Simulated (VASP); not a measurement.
# Ti (Im-3m) in VASP: notebook

Runs on Ti. Level: PBEsol. Tasks: single point, relaxation of cell and atoms.

All numbers are computed with VASP 6.6.1; they aren't measurements. Logs are shortened: lines on timing, memory, paths and dates and some standing lists are left out, and cuts for length are marked.

**1. The cell of the first run**

Symmetry: Im-3m, No. 229, cubic system. The conventional cell has a = 3.219 Å, b = 3.219 Å, c = 3.219 Å, α = 90.00°, β = 90.00°, γ = 90.00°. Ti (site symmetry m-3m) has 14 Ti at 2.79 to 3.22 Å within 3.7 Å.

This isn't the form of Ti at room conditions, which is hcp.

**2. Single point, PBEsol**

Contents of INCAR:

```
SYSTEM = Ti
ALGO     = Normal         ! electronic algorithm
EDIFF    = 1E-6           ! SCF threshold, eV
ENCUT    = 520            ! plane-wave cutoff, eV
GGA      = PS             ! functional
ISIF     = 2              ! what is computed and relaxed
ISMEAR   = -1             ! smearing method
LASPH    = .TRUE.         ! aspherical terms in the spheres
LCHARG   = .TRUE.         ! write CHGCAR
LELF     = .TRUE.         ! ELF
LREAL    = .FALSE.        ! projectors in reciprocal space
LVHAR    = .TRUE.       
LWAVE    = .FALSE.        ! write WAVECAR
NBANDS   = 12             ! bands
NELM     = 100            ! most SCF steps
PREC     = Accurate       ! precision mode
SIGMA    = 0.15           ! smearing width, eV
```

Contents of KPOINTS:

```
k-points
0
G
  20 20 20
  0 0 0
```

Contents of POSCAR:

```
Ti
1.0
   -1.6096527861      1.6096527861      1.6096527861
    1.6096527861     -1.6096527861      1.6096527861
    1.6096527861      1.6096527861     -1.6096527861
Ti
1
Direct
    0.0000000000      0.0000000000      0.0000000000
```

Potentials or basis: VASP PAW PBE potentials, release 64 (Ti_sv).

Command:

```
$ cat potpaw_PBE.64/Ti_sv/POTCAR > POTCAR
$ mpirun -np 1 vasp_std > vasp.out
```

OUTCAR:

```text
SYSTEM = Ti
   EDIFF = 1E-6
   ENCUT = 520
   GGA = PS
   ISIF = 2
   ISMEAR = -1
   LASPH = .TRUE.
   LREAL = .FALSE.
   NELM = 100
   PREC = Accurate

 ion  position               nearest neighbor table
   1  0.000  0.000  0.000-

  LATTYP: Found a body centered cubic cell.
 ALAT       =     3.2193055722

  Lattice vectors:

 A1 = (  -1.6096527861,   1.6096527861,   1.6096527861)
 A2 = (   1.6096527861,  -1.6096527861,   1.6096527861)
 A3 = (   1.6096527861,   1.6096527861,  -1.6096527861)

Analysis of symmetry for initial positions (statically):
=====================================================================
 Subroutine PRICEL returns:
 Original cell was already a primitive cell.

 Routine SETGRP: Setting up the symmetry group for a
 body centered cubic supercell.

 Subroutine GETGRP returns: Found 48 space group operations
 (whereof 48 operations were pure point group operations)
 out of a pool of 48 trial point group operations.

The static configuration has the point symmetry O_h .

Analysis of symmetry for dynamics (positions and initial velocities):
=====================================================================
 Subroutine PRICEL returns:
 Original cell was already a primitive cell.

 Routine SETGRP: Setting up the symmetry group for a
 body centered cubic supercell.

 Subroutine GETGRP returns: Found 48 space group operations
 (whereof 48 operations were pure point group operations)
 out of a pool of 48 trial point group operations.

The dynamic configuration has the point symmetry O_h .

 Subroutine INISYM returns: Found 48 space group operations
 (whereof 48 operations are pure point group operations),
 and found     1 'primitive' translations

----------------------------------------------------------------------------------------

                                     Primitive cell

  volume of cell :      16.6823

  direct lattice vectors                    reciprocal lattice vectors
    -1.609652786  1.609652786  1.609652786     0.000000000  0.310625996  0.310625996
     1.609652786 -1.609652786  1.609652786     0.310625996  0.000000000  0.310625996
     1.609652786  1.609652786 -1.609652786     0.310625996  0.310625996  0.000000000

  length of vectors
     2.788000408  2.788000408  2.788000408     0.439291496  0.439291496  0.439291496

  position of ions in fractional coordinates (direct lattice)
     0.000000000  0.000000000  0.000000000

  ion indices of the primitive-cell ions
   primitive index   ion index
                 1           1

----------------------------------------------------------------------------------------

 KPOINTS: k-points

Automatic generation of k-mesh.
 Grid dimensions read from file:
 generate k-points for:   20   20   20

 Generating k-lattice:

  Cartesian coordinates                     Fractional coordinates (reciprocal lattice)
     0.000000000  0.015531300  0.015531300     0.050000000  0.000000000  0.000000000
     0.015531300  0.000000000  0.015531300     0.000000000  0.050000000  0.000000000
     0.015531300  0.015531300  0.000000000     0.000000000  0.000000000  0.050000000

  Length of vectors
     0.021964575  0.021964575  0.021964575

  Shift w.r.t. Gamma in fractional coordinates (k-lattice)
     0.000000000  0.000000000  0.000000000

 Subroutine IBZKPT returns following result:
 ===========================================

 Found    256 irreducible k-points:

 Following reciprocal coordinates:
            Coordinates               Weight
  0.000000  0.000000  0.000000      1.000000
  0.050000  0.000000  0.000000     12.000000
  0.100000  0.000000  0.000000     12.000000
  0.150000  0.000000  0.000000     12.000000
  0.200000  0.000000  0.000000     12.000000
  0.250000  0.000000  0.000000     12.000000
[... 16 lines left out ...]
  0.200000  0.100000  0.000000     48.000000
  0.250000  0.100000  0.000000     48.000000
 [... further k-points ...]
   k-points           NKPTS =    256   k-points in BZ     NKDIM =    256   number of bands    NBANDS=     12
   number of dos      NEDOS =    301   number of ions     NIONS =      1
   total plane-waves  NPLWV =  13824
   dimension x,y,z NGX =    24 NGY =   24 NGZ =   24
   dimension x,y,z NGXF=    48 NGYF=   48 NGZF=   48
   ions per type =               1
   NGX,Y,Z   is equivalent  to a cutoff of  14.31, 14.31, 14.31 a.u.
   NGXF,Y,Z  is equivalent  to a cutoff of  28.62, 28.62, 28.62 a.u.
 SYSTEM =  Ti
   PREC   = accura    normal or accurate (medium, high low for compatibility)
   ISTART =      0    job   : 0-new  1-cont  2-samecut
   ICHARG =      2    charge: 1-file 2-atom 10-const
   ISPIN  =      1    spin polarized calculation?
   LNONCOLLINEAR =      F non collinear calculations
   LSORBIT =      F    spin-orbit coupling
   LASPH  =      T    aspherical Exc in radial PAW
   ENCUT  =  520.0 eV  38.22 Ry    6.18 a.u.   5.18  5.18  5.18*2*pi/ulx,y,z
   NELM   =    100;   NELMIN=  2; NELMDL= -5     # of ELM steps
   EDIFF  = 0.1E-05   stopping-criterion for ELM
   LREAL  =      F    real-space projection
   EDIFFG = 0.1E-04   stopping-criterion for IOM
   NSW    =      0    number of steps for IOM
   IBRION =     -1    ionic relax: 0-MD 1-quasi-New 2-CG
   NFREE  =      0    steps in history (QN), initial steepest desc. (CG)
   ISIF   =      2    stress and relaxation
   ISYM   =      2    0-nonsym 1-usesym 2-fastsym
   POTIM  = 0.5000    time-step for ionic-motion
   TEBEG  =    0.0;   TEEND  =   0.0 temperature during run
   PSTRESS=    0.0 pullay stress
   NELECT =      12.0000    total number of electrons
   NUPDOWN=      -1.0000    fix difference up-down
   EMIN   =  10.00;   EMAX   =-10.00  energy-range for DOS
   EFERMI =   0.00;   METHOD = LEGACY
   ISMEAR =    -1;   SIGMA  =   0.15  broadening in eV -4-tet -1-fermi 0-gaus
   EFERMI_NEDOS =   21; number of points for ismear=-14 and -15
   IALGO  =     38    algorithm
   IMIX   =      4    mixing-type and parameters
     AMIX     =   0.40;   BMIX     =  1.00
     AMIX_MAG =   1.60;   BMIX_MAG =  1.00
  volume/ion in A,a.u.               =      16.68       112.58
  Fermi-wavevector in a.u.,A,eV,Ry     =   1.466841  2.771928 29.274602  2.151623
  Thomas-Fermi vector in A             =   2.582530
   LORBIT       =      0    0 simple, 1 ext, 2 COOP (PROOUT), +10 PAW based schemes
   GGA     = PS    functional components
   LHFCALC =     F    Hartree Fock is set to
   AEXX    =    0.0000 exact exchange contribution
   IVDW    =     0    specifies the selected vdW correction
   LEPSILON=     F    determine dielectric tensor
   LRPA    =     F    only Hartree local field effects (RPA)
 non-spin polarized calculation
  energy-cutoff  :      520.00
  volume of cell :       16.68
 maximum number of plane-waves:       466
 NGX is ok and might be reduce to    24
   NGX = 11   NGY = 11   NGZ = 11

 number of electron      11.9999998 magnetization

 Free energy of the ion-electron system (eV)
  ---------------------------------------------------
  ext. energy  EPLUGINS =         0.00000000
  ---------------------------------------------------
  free energy    TOTEN  =        -8.31619984 eV

  energy without entropy =       -8.15609968  energy(sigma->0) =       -8.23614976

 E-fermi :   8.3826     XC(G=0): -11.8250

 val. band max:        8.3768000050   @ k =  -0.3000   0.3500   0.1000
 cond. band min:       8.3842500722   @ k =   0.2500   0.1000   0.0500
 fundamental gap:      0.0074500673
 Fermi energy:         8.3825974146

 k-point     1 :       0.0000    0.0000    0.0000
  band No.  band energies     occupation
      1     -47.8324      2.00000
      2     -23.7324      2.00000
      3     -23.7324      2.00000
      4     -23.7324      2.00000
      5       2.3416      2.00000
      6       9.4031      0.00222
      7       9.4031      0.00222
      8       9.4031      0.00222
      9      11.2662      0.00000
     10      11.2662      0.00000
     11      26.0870      0.00000
     12      26.0870      0.00000

 k-point     2 :       0.0500    0.0000    0.0000
  band No.  band energies     occupation
      1     -47.8286      2.00000
      2     -23.7523      2.00000
      3     -23.7384      2.00000
      4     -23.7325      2.00000
      5       2.4311      2.00000
      6       9.3610      0.00294
      7       9.3922      0.00238
      8       9.4692      0.00143
      9      11.2153      0.00000
     10      11.2686      0.00000
     11      25.9739      0.00000
     12      26.0867      0.00000

 k-point     3 :       0.1000    0.0000    0.0000
  band No.  band energies     occupation
      1     -47.8175      2.00000
      2     -23.8098      2.00000
      3     -23.7560      2.00000
      4     -23.7329      2.00000
      5       2.6940      2.00000
      6       9.2411      0.00652
      7       9.3470      0.00322
      8       9.6647      0.00039
      9      11.0924      0.00000
     10      11.2770      0.00000
     11      25.6043      0.00000
     12      26.0271      0.00000
[... 286 lines left out ...]
 k-point    23 :       0.2000    0.1000    0.0000
  band No.  band energies     occupation
      1     -47.7465      2.00000
      2     -24.1522      2.00000
      3     -23.8575      2.00000
      4     -23.7601      2.00000
      5       4.5022      2.00000
      6       8.5816      0.41934
      7       8.6919      0.22568
      8      10.8155      0.00000
      9      11.1537      0.00000
     10      11.4980      0.00000
     11      22.7045      0.00000
     12      23.9710      0.00000

 k-point    24 :       0.2500    0.1000    0.0000
  band No.  band energies     occupation
      1     -47.7232      2.00000
      2     -24.2567      2.00000
      3     -23.9006      2.00000
      4     -23.7622      2.00000
      5       5.1130      2.00000
      6       8.3624      1.06724
      7       8.5580      0.47391
      8      10.9099      0.00000
      9      11.5471      0.00000
     10      11.7295      0.00000
     11      21.3437      0.00000
     12      23.2926      0.00000

 [... further k-points ...]
[... 5 lines left out ...]
  --------------------------------------------------------------------------------------
  -------------------------------------------------------------------------------------
  Total       -0.0276121     -0.0276121     -0.0276121     -0.0000000      0.0000000     -0.0000000
  in kB       -2.6518801     -2.6518801     -2.6518801     -0.0000000      0.0000000     -0.0000000
  external PRESSURE =      -2.6518801 kB  Pullay stress =       0.0000000 kB

 VOLUME and BASIS-vectors are now :
 -----------------------------------------------------------------------------
  energy-cutoff  :      520.00
  volume of cell :       16.68
      direct lattice vectors                 reciprocal lattice vectors
    -1.609652786  1.609652786  1.609652786     0.000000000  0.310625996  0.310625996
     1.609652786 -1.609652786  1.609652786     0.310625996  0.000000000  0.310625996
     1.609652786  1.609652786 -1.609652786     0.310625996  0.310625996  0.000000000

 POSITION                                       TOTAL-FORCE (eV/Angst)
 -----------------------------------------------------------------------------------
      0.00000      0.00000      0.00000        -0.000000     -0.000000     -0.000000
 -----------------------------------------------------------------------------------
    total drift:                                0.000000      0.000000     -0.000000

  FREE ENERGIE OF THE ION-ELECTRON SYSTEM (eV)
  ---------------------------------------------------
  free  energy   TOTEN  =        -8.3161998369 eV

  energy  without entropy=       -8.1560996836  energy(sigma->0) =       -8.23614976
```

It took 40 s on 1 thread of Intel Xeon 8259CL, shared host; peak memory 0.18 GiB.

What came out:

```
Free energy            : -8.3162 eV
Pressure               : -0.3 GPa
Band gap on the k mesh : zero (bands 6 and 7 overlap by 1.71 eV)
```

Caveat: the PAW data sets were made with another functional, which shifts forces and pressure a little.

**3. Single point, PBEsol (17.02 Å³/atom)**

This run uses another cell than the first one, of 17.02 Å³/atom.

Contents of INCAR:

```
SYSTEM = Ti
PREC = Accurate
ENCUT = 520
EDIFF = 1E-6
ISMEAR = -1
SIGMA = 0.15
LREAL = .FALSE.
LASPH = .TRUE.
NELM = 100
ALGO = Fast
ISIF = 2
LWAVE = .FALSE.
LCHARG = .FALSE.
GGA = PS
NBANDS = 12
```

Contents of KPOINTS:

```
Automatic mesh
0
G
  20 20 20
  0 0 0
```

Contents of POSCAR:

```
Ti
1.0
   -1.6203130490      1.6203130490      1.6203130490
    1.6203130490     -1.6203130490      1.6203130490
    1.6203130490      1.6203130490     -1.6203130490
Ti
1
Direct
    0.0000000000      0.0000000000      0.0000000000
```

Potentials or basis: VASP PAW PBE potentials, release 64 (Ti_sv).

Command:

```
$ cat potpaw_PBE.64/Ti_sv/POTCAR > POTCAR
$ mpirun -np 1 vasp_std > vasp.out
```

OUTCAR:

```text
SYSTEM = Ti
   PREC = Accurate
   ENCUT = 520
   EDIFF = 1E-6
   ISMEAR = -1
   LREAL = .FALSE.
   LASPH = .TRUE.
   NELM = 100
   ISIF = 2
   GGA = PS

 ion  position               nearest neighbor table
   1  0.000  0.000  0.000-

  LATTYP: Found a body centered cubic cell.
 ALAT       =     3.2406260980

  Lattice vectors:

 A1 = (  -1.6203130490,   1.6203130490,   1.6203130490)
 A2 = (   1.6203130490,  -1.6203130490,   1.6203130490)
 A3 = (   1.6203130490,   1.6203130490,  -1.6203130490)

Analysis of symmetry for initial positions (statically):
=====================================================================
 Subroutine PRICEL returns:
 Original cell was already a primitive cell.

 Routine SETGRP: Setting up the symmetry group for a
 body centered cubic supercell.

 Subroutine GETGRP returns: Found 48 space group operations
 (whereof 48 operations were pure point group operations)
 out of a pool of 48 trial point group operations.

The static configuration has the point symmetry O_h .

Analysis of symmetry for dynamics (positions and initial velocities):
[... 166 lines left out ...]
  band No.  band energies     occupation
      1     -48.0797      2.00000
      2     -24.0055      2.00000
      3     -24.0055      2.00000
      4     -24.0055      2.00000
      5       2.1735      2.00000
      6       9.1765      0.00250
      7       9.1765      0.00250
      8       9.1765      0.00250
      9      10.9948      0.00000
     10      10.9948      0.00000
     11      25.7360      0.00000
     12      25.7360      0.00000
[... 331 lines left out ...]
 k-point    24 :       0.2500    0.1000    0.0000
  band No.  band energies     occupation
      1     -47.9788      2.00000
      2     -24.4973      2.00000
      3     -24.1638      2.00000
      4     -24.0333      2.00000
      5       4.9130      2.00000
      6       8.1632      1.03677
      7       8.3467      0.48107
      8      10.6472      0.00000
      9      11.2653      0.00000
     10      11.4407      0.00000
     11      20.9008      0.00000
     12      22.8969      0.00000

 [... further k-points ...]

------------------------ aborting loop because EDIFF is reached ----------------------------------------

  FORCE on cell =-STRESS in cart. coord.  units (eV):
  Direction    XX          YY          ZZ          XY          YZ          ZX
  --------------------------------------------------------------------------------------
  -------------------------------------------------------------------------------------
  Total       -0.2530657     -0.2530657     -0.2530657     -0.0000000      0.0000000      0.0000000
  in kB      -23.8279748    -23.8279748    -23.8279748     -0.0000000      0.0000000      0.0000000
  external PRESSURE =     -23.8279748 kB  Pullay stress =       0.0000000 kB

 VOLUME and BASIS-vectors are now :
 -----------------------------------------------------------------------------
  energy-cutoff  :      520.00
  volume of cell :       17.02
      direct lattice vectors                 reciprocal lattice vectors
    -1.620313049  1.620313049  1.620313049     0.000000000  0.308582345  0.308582345
     1.620313049 -1.620313049  1.620313049     0.308582345  0.000000000  0.308582345
     1.620313049  1.620313049 -1.620313049     0.308582345  0.308582345  0.000000000

 POSITION                                       TOTAL-FORCE (eV/Angst)
 -----------------------------------------------------------------------------------
      0.00000      0.00000      0.00000         0.000000     -0.000000      0.000000
 -----------------------------------------------------------------------------------
    total drift:                                0.000000      0.000000      0.000000

  FREE ENERGIE OF THE ION-ELECTRON SYSTEM (eV)
  ---------------------------------------------------
  free  energy   TOTEN  =        -8.3135810883 eV

  energy  without entropy=       -8.1496821005  energy(sigma->0) =       -8.23163159
```

OSZICAR:

```text
N       E                     dE             d eps       ncg     rms          rms(c)
DAV:   1     0.855527019168E+02    0.85553E+02   -0.64736E+03  6172   0.120E+03
DAV:   2    -0.520171633090E+01   -0.90754E+02   -0.88374E+02  6276   0.295E+02
DAV:   3    -0.935070690814E+01   -0.41490E+01   -0.41022E+01  8244   0.642E+01
[... 12 lines left out ...]
RMM:  16    -0.831357219951E+01   -0.88086E-05   -0.76678E-05  7462   0.445E-02    0.495E-03
RMM:  17    -0.831357586174E+01   -0.36622E-05   -0.37680E-05  6443   0.257E-02    0.282E-03
RMM:  18    -0.831357872032E+01   -0.28586E-05   -0.27598E-05  5893   0.166E-02    0.362E-03
RMM:  19    -0.831358018094E+01   -0.14606E-05   -0.14166E-05  5269   0.121E-02    0.396E-03
RMM:  20    -0.831358108830E+01   -0.90736E-06   -0.85226E-06  5421   0.116E-02
   1 F= -.83135811E+01 E0= -.82316316E+01  d E =-.163899E+00
```

stdout:

```text
POSCAR found type information on POSCAR Ti
 POSCAR found :  1 types and       1 ions
 scaLAPACK will be used
 -----------------------------------------------------------------------------
|                                                                             |
|                                                                             |
|     You enforced a specific xc type in the INCAR file but a different       |
|     I HOPE YOU KNOW WHAT YOU ARE DOING!                                     |
|                                                                             |
 -----------------------------------------------------------------------------

 LDA part: xc-table for (Slater+PW92), standard interpolation
 POSCAR, INCAR and KPOINTS ok, starting setup
 FFT: planning ... GRIDC
 FFT: planning ... GRID_SOFT
 FFT: planning ... GRID
 WAVECAR not read
 entering main loop
WARNING in EDDRMM: call to ZHEGV failed, returncode =   6  3      6
WARNING in EDDRMM: call to ZHEGV failed, returncode =   6  3      8
WARNING in EDDRMM: call to ZHEGV failed, returncode =   6  3      7
WARNING in EDDRMM: call to ZHEGV failed, returncode =   6  3      5
WARNING in EDDRMM: call to ZHEGV failed, returncode =   6  3     10
```

Run time: 78 s. Hardware: 1 thread of Intel Xeon 8259CL, shared host; peak memory 0.18 GiB.

What came out:

```
Free energy            : -8.3136 eV
Pressure               : -2.4 GPa
Band gap on the k mesh : zero (bands 6 and 7 overlap by 1.68 eV)
```

Levels at points of the mesh, in eV from the Fermi level:
| k point | band 2 | band 3 | band 4 | band 5 | band 6 | band 7 | band 8 | band 9 | band 10 | band 11 |
| --- | --- | --- | --- | --- | --- | --- | --- | --- | --- | --- |
| (0.00, 0.00, 0.00) | -32.18 | -32.18 | -32.18 | -6.00 | 1.00 | 1.00 | 1.00 | 2.82 | 2.82 | 17.56 |
| (0.50, 0.00, 0.00) | -32.91 | -32.41 | -32.18 | -2.51 | -0.42 | 1.21 | 2.81 | 3.17 | 4.40 | 9.01 |
| (0.50, 0.50, 0.50) | -32.68 | -32.68 | -32.68 | -2.17 | -2.17 | 4.04 | 4.04 | 4.04 | 8.52 | 8.52 |

Caveat: the PAW data sets were made with another functional, which shifts forces and pressure a little.

(Continued in part 2 of 2.)
